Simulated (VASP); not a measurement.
Si3Bi:

```xyz
4
Lattice="-2.7323 2.7323 2.7323 2.7323 -2.7323 2.7323 2.7323 2.7323 -2.7323" Properties=species:S:1:pos:R:3 pbc="T T T"
Si    2.7323    0.0000    0.0000
Si    0.0000    2.7323    0.0000
Si    0.0000    0.0000    2.7323
Bi    0.0000    0.0000    0.0000
```

The cell was built from a structure type or drawn by symmetry, and may not be a known phase.

| Property | Result |
| --- | --- |
| Program | VASP 6.6.1 |
| Task | relaxation of cell and atoms |
| Functional | PBE |
| Potentials or basis | VASP PAW PBE potentials, release 64 (Si, Bi_d) |
| Cutoff | 600 eV |
| k mesh | 4 × 4 × 4 |
| Occupations | gaussian, width 0.1 eV |
| Spin | no spin polarisation |

At the start: pressure 2.7 GPa; volume 20.40 Å³/atom.

How do energy, volume and symmetry change on relaxing?

Over 3 steps the energy falls by 6.8 meV/atom and the volume is 21.25 Å³/atom (+4.2 %); space group Im-3m (No. 229, to 0.1 Å) before and after.

The path:
```tsv
step	energy change (eV)	largest force (eV/Å)	pressure (GPa)	volume (Å³)
1	0.0000	0.0000	2.68	81.59
2	-0.0264	0.0000	-0.46	85.68
3	-0.0273	0.0000	0.08	85.00
```

Final structure:
```xyz
4
Lattice="-2.7698 2.7698 2.7698 2.7698 -2.7698 2.7698 2.7698 2.7698 -2.7698" Properties=species:S:1:pos:R:3 pbc="T T T"
Si    2.7698    0.0000    0.0000
Si    0.0000    2.7698    0.0000
Si    0.0000    0.0000    2.7698
Bi    0.0000    0.0000    0.0000
```

Caveat: the k points lie up to 0.40 Å⁻¹ apart in the final cell, too coarse for converged energies and pressures of a metal.
